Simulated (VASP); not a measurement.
Here is a VASP 6.6.1 calculation.

File POSCAR:

```
Cu3Si4Sb
1.0
    0.0000000000      5.1224070000      0.0000000000
    5.1224070000      0.0000000000      0.0000000000
    2.5612040000      2.5612040000     -5.1034950000
Cu Sb Si
3 1 4
Direct
    0.5000000000      0.5000000000      0.0000000000
    0.7500000000      0.2500000000      0.5000000000
    0.2500000000      0.7500000000      0.5000000000
    0.0000000000      0.0000000000      0.0000000000
    0.6108100000      0.6108100000      0.2625800000
    0.3891900000      0.8733900000      0.7374200000
    0.1266100000      0.1266100000      0.2625800000
    0.8733900000      0.3891900000      0.7374200000
```

Contents of INCAR.step1:

```
PREC = Accurate
ENCUT = 520
ISMEAR = -1
SIGMA = 0.0319
LREAL = F
LASPH = T
NELM = 100
NBANDS = 37
GGA = PE
ALGO = Normal
EDIFF = 1E-4
LWAVE = T
LCHARG = F
```

The input INCAR.step2:

```
PREC = Accurate
ENCUT = 520
EDIFF = 1E-7
ISMEAR = -1
SIGMA = 0.0319
LREAL = F
LASPH = T
NELM = 100
ALGO = Normal
ISIF = 2
LWAVE = F
LCHARG = F
METAGGA = R2SCAN
LMIXTAU = T
NBANDS = 37
ISTART = 1
```

KPOINTS

```
regular mesh
0
Gamma
  7 7 7
```

Potentials or basis: VASP PAW PBE potentials, release 64 (Cu, Sb, Si).

Launch:

```console
$ cat potpaw_PBE.64/Cu/POTCAR potpaw_PBE.64/Sb/POTCAR potpaw_PBE.64/Si/POTCAR > POTCAR
$ cp INCAR.step1 INCAR
$ mpirun -np 1 vasp_std > vasp.out
$ cp INCAR.step2 INCAR
$ mpirun -np 1 vasp_std > vasp.out
```

Task: Predict the band gap on the k mesh.

Result: Zero (bands 27 and 28 overlap by 2.04 eV).

Task: Predict the largest force.

Result: 2.889 eV/Å.

Stress tensor (GPa, compression positive):
```
25.80  0.00  0.00
 0.00 25.80  0.00
 0.00  0.00 25.11
```

Caveat: the cell stands under pressure; the PAW data sets were made with another functional, which shifts forces and pressure a little; spin-orbit coupling is left out, which moves the levels of the heavy elements.
